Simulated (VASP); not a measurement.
Write the native input for VASP 6.6.1 that does the following.

| Property | Result |
| --- | --- |
| Task | single point |
| Functional | PBEsol |
| Potentials or basis | VASP PAW PBE potentials, release 64 (Cd, S) |
| Cutoff | 520 eV |
| k mesh | 6 × 6 × 4 |
| Occupations | gaussian, width 0.01 eV |
| Spin | no spin polarisation |
| Dipole correction | no |
| Further INCAR settings | ALGO = Normal; EDIFF = 1e-06; NBANDS = 16 |

The structure of CdS lies in POSCAR:

```
CdS
1.0
    4.1443663286      0.0000000000      0.0000000000
   -2.0721831643      3.5891260662      0.0000000000
    0.0000000000      0.0000000000      5.6450738052
Cd S
1 1
Direct
    0.0000000000      0.0000000000      0.4426920000
    0.6666666667      0.3333333333      0.4343080000
```

The input as run:

INCAR

```
SYSTEM = CdS
ALGO = Normal ; EDIFF = 1E-6
ENCUT = 520 ; GGA = PS
ISIF = 2 ; ISMEAR = 0
LASPH = .True. ; LCHARG = .True.
LELF = .True. ; LREAL = .False.
LVHAR = .True. ; LWAVE = .False.
NBANDS = 16 ; NELM = 60
PREC = Accurate ; SIGMA = 0.01
```

KPOINTS

```
k-points
0
Gamma
  6 6 4
  0 0 0
```

Potentials or basis: VASP PAW PBE potentials, release 64 (Cd, S).

Command:

```console
$ cat potpaw_PBE.64/Cd/POTCAR potpaw_PBE.64/S/POTCAR > POTCAR
$ mpirun -np 1 vasp_std > vasp.out
```

It gave:

```yaml
Pressure: 1.3 GPa
Largest_force: 0.009 eV/Å
Band_gap_on_the_k_mesh: 1.56 eV, indirect (least direct gap 1.56 eV)
```

Caveat: the PAW data sets were made with another functional, which shifts forces and pressure a little.

It took 72 s on 1 thread of AMD EPYC 7R13, with other jobs on the host, peak memory 0.17 GiB.
